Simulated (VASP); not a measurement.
# Cs (Pm-3m) in VASP: single point with PBEsol

Aim: the single point of Cs with PBEsol.

Program: VASP 6.6.1. These are calculated values, not measurements. Logs are shortened: lines on timing, memory, paths and dates and some standing lists are left out, and cuts for length are marked.

### 1 The cell of the first run

Symmetry: Pm-3m, No. 221, cubic system. Conventional cell: a = 4.570 Å, b = 4.570 Å, c = 4.570 Å, α = 90.00°, β = 90.00°, γ = 90.00°.

This isn't the form of Cs at room conditions, which is bcc.

### 2 Single point, PBEsol (95.43 Å³/atom)

POSCAR reads:

```
Cs
1.0
    4.5697299165      0.0000000000      0.0000000000
    0.0000000000      4.5697299165      0.0000000000
    0.0000000000      0.0000000000      4.5697299165
Cs
1
Direct
    0.0000000000      0.0000000000      0.0000000000
```

INCAR.step1 reads:

```
PREC = Accurate ; ENCUT = 520
EDIFF = 1E-6 ; ISMEAR = -1
SIGMA = 0.08 ; LREAL = False
LASPH = True ; NELM = 80
ALGO = Normal ; ISIF = 2
LWAVE = False ; LCHARG = True
GGA = PS ; NBANDS = 10
```

KPOINTS.step1 reads:

```
Automatic mesh
0
Gamma
  8 8 8
```

INCAR.step2 reads:

```
PREC = Accurate ; ENCUT = 520
EDIFF = 1E-6 ; ISMEAR = -5
SIGMA = 0.08 ; LREAL = False
LASPH = True ; NELM = 80
ALGO = Normal ; ISIF = 2
LWAVE = False ; LCHARG = False
GGA = PS ; LORBIT = 10
NBANDS = 10 ; NEDOS = 1001
ICHARG = 11
```

KPOINTS.step2 reads:

```
Automatic mesh
0
Gamma
  12 12 12
```

Potentials or basis: VASP PAW PBE potentials, release 64 (Cs_sv).

Run with:

```bash
$ cat potpaw_PBE.64/Cs_sv/POTCAR > POTCAR
$ cp INCAR.step1 INCAR
$ cp KPOINTS.step1 KPOINTS
$ mpirun -np 1 vasp_std > vasp.out
$ cp INCAR.step2 INCAR
$ cp KPOINTS.step2 KPOINTS
$ mpirun -np 1 vasp_std > vasp.out
```

OUTCAR:

```text
PREC = Accurate
   ENCUT = 520
   EDIFF = 1E-6
   ISMEAR = -5
   LREAL = False
   LASPH = True
   NELM = 80
   ISIF = 2
   GGA = PS
   LORBIT = 10
   ICHARG = 11

 ion  position               nearest neighbor table
   1  0.000  0.000  0.000-

  LATTYP: Found a simple cubic cell.
 ALAT       =     4.5697299165

  Lattice vectors:

 A1 = (   4.5697299165,   0.0000000000,   0.0000000000)
 A2 = (   0.0000000000,   4.5697299165,   0.0000000000)
 A3 = (   0.0000000000,   0.0000000000,   4.5697299165)

Analysis of symmetry for initial positions (statically):
=====================================================================
 Subroutine PRICEL returns:
 Original cell was already a primitive cell.

 Routine SETGRP: Setting up the symmetry group for a
 simple cubic supercell.

 Subroutine GETGRP returns: Found 48 space group operations
 (whereof 48 operations were pure point group operations)
 out of a pool of 48 trial point group operations.

The static configuration has the point symmetry O_h .

Analysis of symmetry for dynamics (positions and initial velocities):
=====================================================================
 Subroutine PRICEL returns:
 Original cell was already a primitive cell.

 Routine SETGRP: Setting up the symmetry group for a
 simple cubic supercell.

 Subroutine GETGRP returns: Found 48 space group operations
 (whereof 48 operations were pure point group operations)
 out of a pool of 48 trial point group operations.

The dynamic configuration has the point symmetry O_h .

 Subroutine INISYM returns: Found 48 space group operations
 (whereof 48 operations are pure point group operations),
 and found     1 'primitive' translations

----------------------------------------------------------------------------------------

                                     Primitive cell

  volume of cell :      95.4271

  direct lattice vectors                    reciprocal lattice vectors
     4.569729917  0.000000000  0.000000000     0.218831314  0.000000000  0.000000000
     0.000000000  4.569729917  0.000000000     0.000000000  0.218831314  0.000000000
     0.000000000  0.000000000  4.569729917     0.000000000  0.000000000  0.218831314

  length of vectors
     4.569729917  4.569729917  4.569729917     0.218831314  0.218831314  0.218831314

  position of ions in fractional coordinates (direct lattice)
     0.000000000  0.000000000  0.000000000

  ion indices of the primitive-cell ions
   primitive index   ion index
[... 83 lines left out ...]
   POTIM  = 0.5000    time-step for ionic-motion
   TEBEG  =    0.0;   TEEND  =   0.0 temperature during run
   PSTRESS=    0.0 pullay stress
   NELECT =       9.0000    total number of electrons
   NUPDOWN=      -1.0000    fix difference up-down
   EMIN   =  10.00;   EMAX   =-10.00  energy-range for DOS
   EFERMI =   0.00;   METHOD = LEGACY
   ISMEAR =    -5;   SIGMA  =   0.08  broadening in eV -4-tet -1-fermi 0-gaus
   EFERMI_NEDOS =   21; number of points for ismear=-14 and -15
   IALGO  =     38    algorithm
   IMIX   =      4    mixing-type and parameters
     AMIX     =   0.40;   BMIX     =  1.00
     AMIX_MAG =   1.60;   BMIX_MAG =  1.00
  volume/ion in A,a.u.               =      95.43       643.97
  Fermi-wavevector in a.u.,A,eV,Ry     =   0.745187  1.408199  7.555360  0.555303
  Thomas-Fermi vector in A             =   1.840715
   LORBIT       =     10    0 simple, 1 ext, 2 COOP (PROOUT), +10 PAW based schemes
   GGA     = PS    functional components
   LHFCALC =     F    Hartree Fock is set to
   AEXX    =    0.0000 exact exchange contribution
   IVDW    =     0    specifies the selected vdW correction
   LEPSILON=     F    determine dielectric tensor
   LRPA    =     F    only Hartree local field effects (RPA)
 non-spin polarized calculation
 Fermi weights with tetrahedron method with Bloechl corrections
  energy-cutoff  :      520.00
  volume of cell :       95.43
 maximum number of plane-waves:      2612
 NGX is ok and might be reduce to    36

 number of electron       9.0000002 magnetization

 Free energy of the ion-electron system (eV)
  ---------------------------------------------------
  ext. energy  EPLUGINS =         0.00000000
  ---------------------------------------------------
  free energy    TOTEN  =        -0.80895276 eV

  energy without entropy =       -0.80895276  energy(sigma->0) =       -0.80895276

 E-fermi :   0.9286     XC(G=0):  -5.9826

 val. band max:        0.9171653974   @ k =   0.4167   0.2500   0.0000
 cond. band min:       0.9225229183   @ k =   0.5000   0.5000   0.0000
 fundamental gap:      0.0053575209
 Fermi energy:         0.9285754483

 k-point     1 :       0.0000    0.0000    0.0000
  band No.  band energies     occupation
      1     -23.0655      2.00000
      2      -9.6915      2.00000
      3      -9.6915      2.00000
      4      -9.6915      2.00000
      5      -0.9658      2.00000
      6       2.1270      0.00000
      7       2.1270      0.00000
      8       5.8906      0.00000
      9       5.8906      0.00000
     10       5.8917      0.00000
[... 287 lines left out ...]
 k-point    24 :       0.4167    0.3333    0.0000
  band No.  band energies     occupation
      1     -23.0298      2.00000
      2     -10.0055      2.00000
      3      -9.9325      2.00000
      4      -9.6346      2.00000
      5       1.0019      0.21005
      6       1.8201      0.00000
      7       3.2874      0.00000
      8       3.5568      0.00000
      9       4.4118      0.00000
     10       4.7409      0.00000

 [... further k-points ...]

------------------------ aborting loop because EDIFF is reached ----------------------------------------

  FORCE on cell =-STRESS in cart. coord.  units (eV):
  Direction    XX          YY          ZZ          XY          YZ          ZX
  --------------------------------------------------------------------------------------
  -------------------------------------------------------------------------------------
  Total        0.3671341      0.3671341      0.3671341     -0.0000000     -0.0000000      0.0000000
  in kB        6.1640156      6.1640156      6.1640156     -0.0000000     -0.0000000      0.0000000
  external PRESSURE =       6.1640156 kB  Pullay stress =       0.0000000 kB

 VOLUME and BASIS-vectors are now :
 -----------------------------------------------------------------------------
  energy-cutoff  :      520.00
  volume of cell :       95.43
      direct lattice vectors                 reciprocal lattice vectors
     4.569729917  0.000000000  0.000000000     0.218831314  0.000000000  0.000000000
     0.000000000  4.569729917  0.000000000     0.000000000  0.218831314  0.000000000
     0.000000000  0.000000000  4.569729917     0.000000000  0.000000000  0.218831314

 POSITION                                       TOTAL-FORCE (eV/Angst)
 -----------------------------------------------------------------------------------
      0.00000      0.00000      0.00000         0.000000      0.000000      0.000000
 -----------------------------------------------------------------------------------
    total drift:                                0.000000      0.000000     -0.000000

  FREE ENERGIE OF THE ION-ELECTRON SYSTEM (eV)
  ---------------------------------------------------
  free  energy   TOTEN  =        -0.8089527613 eV

  energy  without entropy=       -0.8089527613  energy(sigma->0) =       -0.80895276

 total charge

# of ion       s       p       d       tot
------------------------------------------
    1        1.872   4.664   0.014   6.550
```

OUTCAR.step1:

```text
PREC = Accurate
   ENCUT = 520
   EDIFF = 1E-6
   ISMEAR = -1
   LREAL = False
[... 528 lines left out ...]

 POSITION                                       TOTAL-FORCE (eV/Angst)
 -----------------------------------------------------------------------------------
      0.00000      0.00000      0.00000         0.000000      0.000000      0.000000
 -----------------------------------------------------------------------------------
    total drift:                                0.000000      0.000000      0.000000

  FREE ENERGIE OF THE ION-ELECTRON SYSTEM (eV)
  ---------------------------------------------------
  free  energy   TOTEN  =        -0.8260175686 eV

  energy  without entropy=       -0.7942376017  energy(sigma->0) =       -0.81012759
```

OSZICAR.step1:

```text
N       E                     dE             d eps       ncg     rms          rms(c)
DAV:   1     0.511048679622E+02    0.51105E+02   -0.31232E+03   700   0.645E+02
DAV:   2     0.391121627800E+01   -0.47194E+02   -0.45914E+02   918   0.110E+02
DAV:   3    -0.773633433744E+00   -0.46848E+01   -0.46787E+01   794   0.396E+01
DAV:   4    -0.830844047896E+00   -0.57211E-01   -0.57201E-01   936   0.533E+00
DAV:   5    -0.831062620290E+00   -0.21857E-03   -0.21857E-03   866   0.293E-01    0.210E-01
DAV:   6    -0.827762779617E+00    0.32998E-02   -0.33558E-03   844   0.265E-01    0.137E-01
DAV:   7    -0.826001800528E+00    0.17610E-02   -0.72061E-03   820   0.396E-01    0.583E-02
DAV:   8    -0.826014794096E+00   -0.12994E-04   -0.17185E-04   784   0.942E-02    0.768E-03
DAV:   9    -0.826018490829E+00   -0.36967E-05   -0.52960E-06   898   0.139E-02    0.528E-03
DAV:  10    -0.826017568587E+00    0.92224E-06   -0.14179E-06   760   0.626E-03
   1 F= -.82601757E+00 E0= -.81012759E+00  d E =-.317800E-01
```

Run time: 26 s. Hardware: 1 thread of Intel Xeon 6975P-C (Granite Rapids), shared host; peak memory 0.23 GiB.

Results:

- Valence electrons inside the program's atomic spheres: Cs 6.55

Caveat: the PAW data sets were made with another functional, which shifts forces and pressure a little; spin-orbit coupling is left out, which moves the levels of the heavy elements; tetrahedron occupations give inexact forces and stress in metals.
